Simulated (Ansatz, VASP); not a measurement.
WSe2 in VASP and in Ansatz

Contents of INCAR:

```
PREC = Accurate
ENCUT = 520
EDIFF = 1E-6
ISMEAR = -1
SIGMA = 0.08
LREAL = F
LASPH = T
NELM = 80
ALGO = Normal
ISIF = 2
LWAVE = F
LCHARG = F
GGA = PE
NBANDS = 35
```

Contents of KPOINTS:

```
Automatic mesh
0
Gamma
  11 11 3
```

The input POSCAR:

```
WSe2
1.0
    3.2899984505      0.0000000000      0.0000000000
   -1.6449992252      2.8492222365      0.0000000000
    0.0000000000      0.0000000000     12.7106000000
W Se
2 4
Direct
    0.3333333333      0.6666666667      0.2500000000
    0.6666666667      0.3333333333      0.7500000000
    0.3333333333      0.6666666667      0.6210000000
    0.6666666667      0.3333333333      0.1210000000
    0.3333333333      0.6666666667      0.8790000000
    0.6666666667      0.3333333333      0.3790000000
```

Input for Ansatz:

```yaml
crystal:
  lattice:
    - [3.2899984505, 0.0, 0.0]
    - [-1.6449992252, 2.8492222365, 0.0]
    - [0.0, 0.0, 12.7106]
  atoms:
    - { symbol: W, position: [0.3333333333, 0.6666666667, 0.25] }
    - { symbol: W, position: [0.6666666667, 0.3333333333, 0.75] }
    - { symbol: Se, position: [0.3333333333, 0.6666666667, 0.621] }
    - { symbol: Se, position: [0.6666666667, 0.3333333333, 0.121] }
    - { symbol: Se, position: [0.3333333333, 0.6666666667, 0.879] }
    - { symbol: Se, position: [0.6666666667, 0.3333333333, 0.379] }
kpoints:
  mp_grid: { grid: [11, 11, 3] }
  band_path:
    path:
      - [0.0, 0.0, 0.0]
      - [0.5, 0.0, 0.0]
      - [0.3333333333, 0.3333333333, 0.0]
      - [0.0, 0.0, 0.0]
      - [0.0, 0.0, 0.5]
      - [0.5, 0.0, 0.5]
      - [0.3333333333, 0.3333333333, 0.5]
      - [0.0, 0.0, 0.5]
      - [0.5, 0.0, 0.5]
    npoints: 5
scf:
  occupations: { method: fermi_dirac, width: 0.08 }
hamiltonian:
  xc: pbe
  pseudopotentials: { kind: all_electron, lapw: { basis_error: 0.0005 } }
output:
  forces: true
  stress: true
  eigenvalues: true
```

Change from the starting cell: zz strain of -2 %.

Alike in both runs: task single point; functional PBE; k mesh 11 × 11 × 3; occupations fermi-dirac, width 0.08 eV; no spin polarisation.

```csv
,VASP,Ansatz
version,VASP 6.6.1,Ansatz 0.2.0
potentials or method,"VASP PAW PBE potentials, release 64 (W_sv, Se), cutoff 520 eV","all-electron LAPW, scalar-relativistic"
```

|  | VASP | Ansatz | Ansatz less VASP |
| --- | --- | --- | --- |
| pressure (GPa) | 7.5 | 7.2 | -0.32 |
| traceless stress, the component that is largest in VASP (GPa) | 3.22 | 3.13 | -0.090 |
| rms of the force components (eV/Å) | 0.380 | 0.356 | -0.0241 |

Atom by atom the forces differ by 0.024 eV/Å (rms over components). Ansatz ran all-electron here, and VASP with PAW potentials.

Spin-orbit coupling is off throughout.
